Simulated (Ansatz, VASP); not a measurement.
## One calculation of FeGe, two programs

File INCAR:

```
ALGO = Normal
EDIFF = 1E-6
EDIFFG = -0.04
ENCUT = 600
GGA = PE
IBRION = 2
ISIF = 3
ISMEAR = 0
ISPIN = 2
LASPH = True
LCHARG = False
LMAXMIX = 4
LORBIT = 11
LREAL = False
LWAVE = False
MAGMOM = 4 0
NELM = 150
NSW = 90
PREC = Accurate
SIGMA = 0.1
```

Contents of KPOINTS:

```
k-points
0
Gamma
  6 6 6
```

File POSCAR:

```
FeGe
1.0
    3.0861964100      0.0000000000      0.0000000000
   -1.5430982000      2.6727244900      0.0000000000
    0.0000000000      0.0000000000      3.0045509400
Fe Ge
1 1
Direct
    0.6666666700      0.3333333300      0.5000000000
    0.0000000000      0.0000000000      0.0000000000
```

Input for Ansatz:

```yaml
crystal:
  lattice:
    - [3.08619641, 0.0, 0.0]
    - [-1.5430982, 2.67272449, 0.0]
    - [0.0, 0.0, 3.00455094]
  atoms:
    - { symbol: Fe, position: [0.66666667, 0.33333333, 0.5], spin: 4.0 }
    - { symbol: Ge, position: [0.0, 0.0, 0.0] }
basis:
  ecutwfc: 420
kpoints:
  mp_grid: { grid: [6, 6, 6] }
hamiltonian:
  xc: pbe
scf:
  occupations: { method: gaussian, width: 0.1 }
  lower_state_search: "off"
output:
  forces: true
  stress: true
  eigenvalues: true
  populations: true
magnetization:
  spin_polarized: true
relax:
  adjacent_minimum: "off"
  f_tol: 0.04
  max_steps: 70
  cell: { stress_tol: 0.4 }
```

Change from the starting cell: species swapped into the WC type (P-6m2, No. 187).

Alike in both runs: task relaxation of cell and atoms; functional PBE; k mesh 6 × 6 × 6; occupations gaussian, width 0.1 eV; collinear spin.

|  | VASP | Ansatz |
| --- | --- | --- |
| version | VASP 6.6.1 | Ansatz 0.2.0 |
| potentials or method | VASP PAW PBE potentials, release 64 (Fe, Ge_d), cutoff 600 eV | scalar-relativistic, plane waves, PAW |
| valence electrons in the cell | 22 | 30 |

```tsv
	VASP	Ansatz	Ansatz less VASP
gap on the k mesh at the Fermi level, each at its own relaxed structure (eV)	none	none	-
net moment per atom (μB)	0.81	0.81	-0.001
size of the moment on the site where the two differ most (μB)	0.07	0.05	-0.021
relaxed volume (Å³/atom)	13.54	13.53	-0.005
relaxed cell length with the largest relative difference (Å)	3.487	3.484	-0.0028
```

Site moments also hang on the region over which each program counts them. A gap of «none» marks a metal or a gap that the smearing closes. VASP's potentials hold 22 valence electrons a cell and Ansatz's 30, so a difference there can come from the potentials and not from the codes.

The k mesh is coarse, so the values compare programs but aren't converged.
